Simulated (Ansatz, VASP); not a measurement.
# Si4P: VASP beside Ansatz

```
CELL_PARAMETERS angstrom
4.60008 0.00000 0.00000
0.00000 4.60008 0.00000
0.00000 0.00000 4.60008
ATOMIC_POSITIONS crystal
Si 0.50000 0.00000 0.00000
Si 0.00000 0.50000 0.00000
Si 0.00000 0.00000 0.50000
Si 0.00000 0.00000 0.00000
P 0.50000 0.50000 0.50000
```

Alike in both runs: functional PBE; k mesh 4 × 4 × 4; occupations gaussian, width 0.1 eV; no spin polarisation.

Ansatz relaxed the structure, and its values are those at the end. VASP's run is a single point on that final structure, the one shown.

```csv
,VASP,Ansatz
version,VASP 6.6.1,Ansatz 0.2.0
potentials or method,"VASP PAW PBE potentials, release 64 (Si, P), cutoff 520 eV","scalar-relativistic, plane waves, PAW"
valence electrons in the cell,21,21
```

```tsv
	VASP	Ansatz	Ansatz less VASP
gap on the k mesh at the Fermi level (eV)	none	none	-
pressure (GPa)	0.1	0.1	+0.05
```

A gap of «none» marks a metal or a gap that the smearing closes. With one functional, cell and mesh, what is left measures potentials, basis and numerics.
